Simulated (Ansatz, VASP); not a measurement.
**One calculation of Si3Sn4, two programs**

Contents of INCAR:

```
SYSTEM = Si3Sn4
PREC = Accurate ; ENCUT = 500
EDIFF = 1E-6 ; ISMEAR = 0
SIGMA = 0.2 ; LREAL = .False.
LASPH = .True. ; NELM = 120
ALGO = Normal ; ISIF = 2
LWAVE = .False. ; LCHARG = .False.
GGA = PE ; NBANDS = 43
GGA_COMPAT = .False.
```

KPOINTS

```
regular mesh
0
Gamma
  6 4 4
  0 0 0
```

File POSCAR:

```
Si3Sn4
1.0
    0.0000000000      0.0000000000      3.9641917124
    3.9172366740     -5.6667291358      0.0000000000
    3.9172366740      5.6667291358      0.0000000000
Si Sn
3 4
Direct
    0.5000000000      0.5000000000      0.0000000000
    0.5000000000      0.0000000000      0.5000000000
    1.0000000000      0.0000000000      0.0000000000
    0.5000000000      0.2516941484      0.2516941484
    0.5000000000      0.7483058516      0.7483058516
    1.0000000000      0.7589427941      0.2410572059
    0.0000000000      0.2410572059      0.7589427941
```

Input for Ansatz:

```yaml
crystal:
  lattice:
    - [0.0, 0.0, 3.9641917124]
    - [3.917236674, -5.6667291358, 0.0]
    - [3.917236674, 5.6667291358, 0.0]
  atoms:
    - { symbol: Si, position: [0.5, 0.5, 0.0] }
    - { symbol: Si, position: [0.5, 0.0, 0.5] }
    - { symbol: Si, position: [1.0, 0.0, 0.0] }
    - { symbol: Sn, position: [0.5, 0.2516941484, 0.2516941484] }
    - { symbol: Sn, position: [0.5, 0.7483058516, 0.7483058516] }
    - { symbol: Sn, position: [1.0, 0.7589427941, 0.2410572059] }
    - { symbol: Sn, position: [0.0, 0.2410572059, 0.7589427941] }
basis:
  ecutwfc: 420
kpoints:
  mp_grid: { grid: [6, 4, 4] }
hamiltonian:
  xc: pbe
scf:
  occupations: { method: gaussian, width: 0.2 }
  lower_state_search: "off"
output:
  forces: true
  stress: true
  eigenvalues: true
```

Alike in both runs: task single point; functional PBE; k mesh 6 × 4 × 4; occupations gaussian, width 0.2 eV; no spin polarisation.

```csv
,VASP,Ansatz
version,VASP 6.6.1,Ansatz 0.2.0
potentials or method,"VASP PAW PBE potentials, release 64 (Si, Sn_d), cutoff 500 eV","scalar-relativistic, plane waves, PAW"
valence electrons in the cell,68,68
```

Ansatz gave:

- gap on the k mesh at the Fermi level (eV): none
- pressure (GPa): 0.0
- traceless stress, the component that is largest in VASP (GPa): 0.40
- rms of the force components (eV/Å): 0.032

**Question.** Which values does VASP return?

**Answer.** gap on the k mesh at the Fermi level (eV): none; pressure (GPa): -0.1; traceless stress, the component that is largest in VASP (GPa): 0.40; rms of the force components (eV/Å): 0.032.

Atom by atom the forces differ by 0.000 eV/Å (rms over components). A gap of «none» marks a metal or a gap that the smearing closes. The functional is the same, so the differences come from potentials, cutoffs and numerics.
